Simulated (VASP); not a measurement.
# Sn (Fd-3m) in VASP: further runs

The runs below take Sn through single point, with LDA, RPBE, PBE, PBEsol+D4, RPBE+D4.

Program: VASP 6.6.1. These are calculated values, not measurements. Logs are shortened: lines on timing, memory, paths and dates and some standing lists are left out, and cuts for length are marked.

## 1. The cell of the first run

Symmetry: Fd-3m, No. 227, cubic system. Conventional cell: a = 6.467 Å, b = 6.467 Å, c = 6.467 Å, α = 90.00°, β = 90.00°, γ = 90.00°. Within 3.7 Å of Sn (site symmetry -43m) lie 4 Sn at 2.80 Å.

This isn't the form of Sn at room conditions, which is tetragonal (white tin).

## 2. Single point, LDA

The input, INCAR:

```
PREC = Accurate ; ENCUT = 520
EDIFF = 1E-6 ; ISMEAR = 1
SIGMA = 0.1 ; LREAL = F
LASPH = T ; NELM = 100
ALGO = Normal ; ISIF = 2
LWAVE = F ; LCHARG = T
GGA = CA ; LELF = T
LVHAR = T ; NBANDS = 21
```

The input, KPOINTS:

```
regular mesh
0
Gamma
  7 7 7
```

The input, POSCAR:

```
Sn
1.0
    0.0000000000      3.2333428000      3.2333428000
    3.2333428000      0.0000000000      3.2333428000
    3.2333428000      3.2333428000      0.0000000000
Sn
2
Direct
    0.7500000000      0.7500000000      0.7500000000
    0.5000000000      0.5000000000      0.5000000000
```

Potentials or basis: VASP PAW LDA potentials, release 64 (Sn_d).

Command:

```
> cat potpaw_LDA.64/Sn_d/POTCAR > POTCAR
> mpirun -np 1 vasp_std > vasp.out
```

OUTCAR:

```text
PREC = Accurate
   ENCUT = 520
   EDIFF = 1E-6
   ISMEAR = 1
   LREAL = F
   LASPH = T
   NELM = 100
   ISIF = 2
   GGA = CA

 ion  position               nearest neighbor table
   1  0.750  0.750  0.750-   2 2.80   2 2.80   2 2.80   2 2.80
   2  0.500  0.500  0.500-   1 2.80   1 2.80   1 2.80   1 2.80

  LATTYP: Found a face centered cubic cell.
 ALAT       =     6.4666856000

  Lattice vectors:

 A1 = (   0.0000000000,   3.2333428000,   3.2333428000)
 A2 = (   3.2333428000,   0.0000000000,   3.2333428000)
 A3 = (   3.2333428000,   3.2333428000,   0.0000000000)

Analysis of symmetry for initial positions (statically):
=====================================================================
 Subroutine PRICEL returns:
 Original cell was already a primitive cell.

 Routine SETGRP: Setting up the symmetry group for a
 face centered cubic supercell.

 Subroutine GETGRP returns: Found 48 space group operations
 (whereof 24 operations were pure point group operations)
 out of a pool of 48 trial point group operations.

The static configuration has the point symmetry T_d .
 The point group associated with its full space group is O_h .

Analysis of symmetry for dynamics (positions and initial velocities):
=====================================================================
 Subroutine PRICEL returns:
 Original cell was already a primitive cell.

 Routine SETGRP: Setting up the symmetry group for a
 face centered cubic supercell.

 Subroutine GETGRP returns: Found 48 space group operations
 (whereof 24 operations were pure point group operations)
 out of a pool of 48 trial point group operations.

The dynamic configuration has the point symmetry T_d .
 The point group associated with its full space group is O_h .

 Subroutine INISYM returns: Found 48 space group operations
 (whereof 24 operations are pure point group operations),
 and found     1 'primitive' translations

----------------------------------------------------------------------------------------

                                     Primitive cell

  volume of cell :      67.6060

  direct lattice vectors                    reciprocal lattice vectors
     0.000000000  3.233342800  3.233342800    -0.154638723  0.154638723  0.154638723
     3.233342800  0.000000000  3.233342800     0.154638723 -0.154638723  0.154638723
     3.233342800  3.233342800  0.000000000     0.154638723  0.154638723 -0.154638723

  length of vectors
     4.572637240  4.572637240  4.572637240     0.267842124  0.267842124  0.267842124

  position of ions in fractional coordinates (direct lattice)
     0.750000000  0.750000000  0.750000000
     0.500000000  0.500000000  0.500000000

  ion indices of the primitive-cell ions
   primitive index   ion index
                 1           1
                 2           2

----------------------------------------------------------------------------------------

 KPOINTS: regular mesh

Automatic generation of k-mesh.
 Grid dimensions read from file:
 generate k-points for:    7    7    7

 Generating k-lattice:

  Cartesian coordinates                     Fractional coordinates (reciprocal lattice)
    -0.022091246  0.022091246  0.022091246     0.142857143  0.000000000  0.000000000
     0.022091246 -0.022091246  0.022091246     0.000000000  0.142857143  0.000000000
     0.022091246  0.022091246 -0.022091246     0.000000000  0.000000000  0.142857143

  Length of vectors
     0.038263161  0.038263161  0.038263161

  Shift w.r.t. Gamma in fractional coordinates (k-lattice)
     0.000000000  0.000000000  0.000000000

 Subroutine IBZKPT returns following result:
 ===========================================

 Found     20 irreducible k-points:

 Following reciprocal coordinates:
            Coordinates               Weight
  0.000000  0.000000  0.000000      1.000000
  0.142857  0.000000  0.000000      8.000000
  0.285714  0.000000  0.000000      8.000000
  0.428571  0.000000  0.000000      8.000000
  0.142857  0.142857  0.000000      6.000000
  0.285714  0.142857  0.000000     24.000000
[... 12 lines left out ...]
 -0.428571  0.428571  0.142857     24.000000
 -0.285714  0.428571  0.142857     24.000000
   k-points           NKPTS =     20   k-points in BZ     NKDIM =     20   number of bands    NBANDS=     21
   number of dos      NEDOS =    301   number of ions     NIONS =      2
   total plane-waves  NPLWV =  46656
   dimension x,y,z NGX =    36 NGY =   36 NGZ =   36
   dimension x,y,z NGXF=    72 NGYF=   72 NGZF=   72
   ions per type =               2
   NGX,Y,Z   is equivalent  to a cutoff of  13.09, 13.09, 13.09 a.u.
   NGXF,Y,Z  is equivalent  to a cutoff of  26.18, 26.18, 26.18 a.u.
 SYSTEM =  unknown system
   PREC   = accura    normal or accurate (medium, high low for compatibility)
   ISTART =      0    job   : 0-new  1-cont  2-samecut
   ICHARG =      2    charge: 1-file 2-atom 10-const
   ISPIN  =      1    spin polarized calculation?
   LNONCOLLINEAR =      F non collinear calculations
   LSORBIT =      F    spin-orbit coupling
   LASPH  =      T    aspherical Exc in radial PAW
   ENCUT  =  520.0 eV  38.22 Ry    6.18 a.u.   8.50  8.50  8.50*2*pi/ulx,y,z
   NELM   =    100;   NELMIN=  2; NELMDL= -5     # of ELM steps
   EDIFF  = 0.1E-05   stopping-criterion for ELM
   LREAL  =      F    real-space projection
   EDIFFG = 0.1E-04   stopping-criterion for IOM
   NSW    =      0    number of steps for IOM
   IBRION =     -1    ionic relax: 0-MD 1-quasi-New 2-CG
   NFREE  =      0    steps in history (QN), initial steepest desc. (CG)
   ISIF   =      2    stress and relaxation
   ISYM   =      2    0-nonsym 1-usesym 2-fastsym
   POTIM  = 0.5000    time-step for ionic-motion
   TEBEG  =    0.0;   TEEND  =   0.0 temperature during run
   PSTRESS=    0.0 pullay stress
   NELECT =      28.0000    total number of electrons
   NUPDOWN=      -1.0000    fix difference up-down
   EMIN   =  10.00;   EMAX   =-10.00  energy-range for DOS
   EFERMI =   0.00;   METHOD = LEGACY
   ISMEAR =     1;   SIGMA  =   0.10  broadening in eV -4-tet -1-fermi 0-gaus
   EFERMI_NEDOS =   21; number of points for ismear=-14 and -15
   IALGO  =     38    algorithm
   IMIX   =      4    mixing-type and parameters
     AMIX     =   0.40;   BMIX     =  1.00
     AMIX_MAG =   1.60;   BMIX_MAG =  1.00
  volume/ion in A,a.u.               =      33.80       228.11
  Fermi-wavevector in a.u.,A,eV,Ry     =   1.220298  2.306028 20.260793  1.489126
  Thomas-Fermi vector in A             =   2.355520
   LORBIT       =      0    0 simple, 1 ext, 2 COOP (PROOUT), +10 PAW based schemes
   GGA     = CA    functional components
   LHFCALC =     F    Hartree Fock is set to
   AEXX    =    0.0000 exact exchange contribution
   IVDW    =     0    specifies the selected vdW correction
   LEPSILON=     F    determine dielectric tensor
   LRPA    =     F    only Hartree local field effects (RPA)
 non-spin polarized calculation
 Methfessel and Paxton  Order N= 1 SIGMA  =   0.10
  energy-cutoff  :      520.00
  volume of cell :       67.61
 maximum number of plane-waves:      1841
 NGX is ok and might be reduce to    36
   NGX = 17   NGY = 17   NGZ = 17

 number of electron      28.0000008 magnetization

 Free energy of the ion-electron system (eV)
  ---------------------------------------------------
  ext. energy  EPLUGINS =         0.00000000
  ---------------------------------------------------
  free energy    TOTEN  =        -8.92448402 eV

  energy without entropy =       -8.92432767  energy(sigma->0) =       -8.92443190

 E-fermi :   5.4018     XC(G=0):  -9.2381

 val. band max:        5.2125971629   @ k =   0.1429   0.0000   0.0000
 cond. band min:       5.4350864949   @ k =   0.4286   0.0000   0.0000
 fundamental gap:      0.2224893321
 Fermi energy:         5.4017843493

 k-point     1 :       0.0000    0.0000    0.0000
  band No.  band energies     occupation
      1     -16.1503      2.00000
      2     -16.1503      2.00000
      3     -16.1503      2.00000
      4     -16.0874      2.00000
      5     -16.0874      2.00000
      6     -15.7662      2.00000
[... 13 lines left out ...]
     20      13.5478      0.00000
     21      13.5479      0.00000

 k-point     2 :       0.1429    0.0000    0.0000
  band No.  band energies     occupation
      1     -16.1639      2.00000
      2     -16.1639      2.00000
      3     -16.1453      2.00000
      4     -16.0679      2.00000
      5     -16.0679      2.00000
      6     -15.7920      2.00000
[... 13 lines left out ...]
     20      12.5115      0.00000
     21      12.5115      0.00000

 k-point     3 :       0.2857    0.0000    0.0000
  band No.  band energies     occupation
      1     -16.1800      2.00000
      2     -16.1800      2.00000
      3     -16.1337      2.00000
      4     -16.0401      2.00000
      5     -16.0401      2.00000
      6     -15.8158      2.00000
[... 13 lines left out ...]
     20      12.5250      0.00000
     21      12.5250      0.00000

 k-point     4 :       0.4286    0.0000    0.0000
  band No.  band energies     occupation
      1     -16.1871      2.00000
      2     -16.1871      2.00000
      3     -16.1239      2.00000
      4     -16.0259      2.00000
      5     -16.0259      2.00000
      6     -15.8261      2.00000
[... 13 lines left out ...]
     20      13.7757      0.00000
     21      13.7757      0.00000

 k-point     5 :       0.1429    0.1429    0.0000
  band No.  band energies     occupation
      1     -16.1616      2.00000
      2     -16.1616      2.00000
      3     -16.1590      2.00000
      4     -16.0706      2.00000
      5     -16.0465      2.00000
      6     -15.8315      2.00000
[... 13 lines left out ...]
     20      11.6075      0.00000
     21      13.7737      0.00000
[... 286 lines left out ...]
     20      13.7110      0.00000
     21      14.4427      0.00000

 k-point    18 :      -0.4286    0.2857    0.1429
  band No.  band energies     occupation
      1     -16.2190      2.00000
      2     -16.2039      2.00000
      3     -16.0720      2.00000
      4     -15.9944      2.00000
      5     -15.9616      2.00000
      6     -15.9131      2.00000
[... 13 lines left out ...]
     20      13.8992      0.00000
     21      14.5538      0.00000

 k-point    19 :      -0.4286    0.4286    0.1429
  band No.  band energies     occupation
      1     -16.2145      2.00000
      2     -16.2121      2.00000
      3     -16.0639      2.00000
      4     -15.9908      2.00000
      5     -15.9589      2.00000
      6     -15.9002      2.00000
[... 13 lines left out ...]
     20      14.4774      0.00000
     21      15.7464      0.00000

 k-point    20 :      -0.2857    0.4286    0.1429
  band No.  band energies     occupation
      1     -16.2262      2.00000
      2     -16.2130      2.00000
      3     -16.0389      2.00000
      4     -15.9681      2.00000
      5     -15.9482      2.00000
      6     -15.9145      2.00000
[... 13 lines left out ...]
     20      14.2310      0.00000
     21      15.9393      0.00000

------------------------ aborting loop because EDIFF is reached ----------------------------------------

  FORCE on cell =-STRESS in cart. coord.  units (eV):
  Direction    XX          YY          ZZ          XY          YZ          ZX
  --------------------------------------------------------------------------------------
  -------------------------------------------------------------------------------------
  Total        0.0585231      0.0585231      0.0585231      0.0000000     -0.0000000      0.0000000
  in kB        1.3869231      1.3869231      1.3869231      0.0000000     -0.0000000      0.0000000
  external PRESSURE =       1.3869231 kB  Pullay stress =       0.0000000 kB

 VOLUME and BASIS-vectors are now :
 -----------------------------------------------------------------------------
  energy-cutoff  :      520.00
  volume of cell :       67.61
      direct lattice vectors                 reciprocal lattice vectors
     0.000000000  3.233342800  3.233342800    -0.154638723  0.154638723  0.154638723
     3.233342800  0.000000000  3.233342800     0.154638723 -0.154638723  0.154638723
     3.233342800  3.233342800  0.000000000     0.154638723  0.154638723 -0.154638723

 POSITION                                       TOTAL-FORCE (eV/Angst)
 -----------------------------------------------------------------------------------
      4.85001      4.85001      4.85001         0.000000     -0.000000      0.000000
      3.23334      3.23334      3.23334        -0.000000      0.000000     -0.000000
 -----------------------------------------------------------------------------------
    total drift:                                0.000000      0.000000      0.000000

  FREE ENERGIE OF THE ION-ELECTRON SYSTEM (eV)
  ---------------------------------------------------
  free  energy   TOTEN  =        -8.9244840221 eV

  energy  without entropy=       -8.9243276669  energy(sigma->0) =       -8.92443190
```

It took 39 s on 1 thread of Intel Xeon 8259CL, shared host; peak memory 0.17 GiB.

What came out:

* Free energy: -8.9245 eV
* Pressure: 0.1 GPa
* Band gap on the k mesh: zero (bands 14 and 15 overlap by 0.14 eV)

Caveat: spin-orbit coupling is left out, which moves the levels of the heavy elements.

## 3. Single point, RPBE

The input, INCAR:

```
ALGO = Fast ; EDIFF = 1E-6
ENCUT = 520 ; GGA = RP
ISIF = 2 ; ISMEAR = 0
LASPH = True ; LCHARG = False
LREAL = False ; LWAVE = False
NBANDS = 21 ; NELM = 60
PREC = Accurate ; SIGMA = 0.1
```

The input, KPOINTS:

```
k-points
0
Gamma
  7 7 7
```

POSCAR is that of step 2.

Potentials or basis: VASP PAW PBE potentials, release 64 (Sn_d).

Command:

```
> cat potpaw_PBE.64/Sn_d/POTCAR > POTCAR
> mpirun -np 1 vasp_std > vasp.out
```

Run time: 64 s. Hardware: 1 thread of Intel Xeon 8259CL, shared host; peak memory 0.2 GiB.

Results (log left out):

```yaml
Free_energy: -6.8981 eV
Pressure: 5.2 GPa
Band_gap_on_the_k_mesh: zero (filled and empty bands touch)
```

Levels at points of the mesh, in eV from the Fermi level:
| k point | band 12 | band 13 | band 14 | band 15 | band 16 | band 17 |
| --- | --- | --- | --- | --- | --- | --- |
| (0.00, 0.00, 0.00) | -0.52 | 0.04 | 0.04 | 0.04 | 2.13 | 2.13 |

Caveat: the cell stands under pressure; the PAW data sets were made with another functional, which shifts forces and pressure a little; spin-orbit coupling is left out, which moves the levels of the heavy elements.

## 4. Single point, PBE

The input, INCAR:

```
SYSTEM = Sn
PREC = Accurate ; ENCUT = 520
EDIFF = 1E-6 ; ISMEAR = 0
SIGMA = 0.1 ; LREAL = .FALSE.
LASPH = .TRUE. ; NELM = 60
ALGO = Normal ; ISIF = 2
LWAVE = .FALSE. ; LCHARG = .FALSE.
GGA = PE ; NBANDS = 21
```

The input, KPOINTS:

```
Automatic mesh
0
G
  7 7 7
  0 0 0
```

POSCAR is that of step 3.

Command:

```
> cat potpaw_PBE.64/Sn_d/POTCAR > POTCAR
> mpirun -np 1 vasp_std > vasp.out
```

It took 40 s on 1 thread of Intel Xeon 8259CL, shared host; peak memory 0.2 GiB.

It converged, with:

| Item | Value |
| --- | --- |
| Free energy | -7.6107 eV |
| Pressure | 3.8 GPa |
| Band gap on the k mesh | zero (bands 14 and 15 overlap by 0.04 eV) |

Levels at points of the mesh, in eV from the Fermi level:
```
           k point  band 11  band 12  band 13  band 14  band 15  band 16  band 17  band 18
(0.00, 0.00, 0.00)   -10.67    -0.55     0.10     0.10     0.10     2.17     2.17     2.17
```

Caveat: the cell stands under pressure; spin-orbit coupling is left out, which moves the levels of the heavy elements.

(Continued in part 2 of 2.)
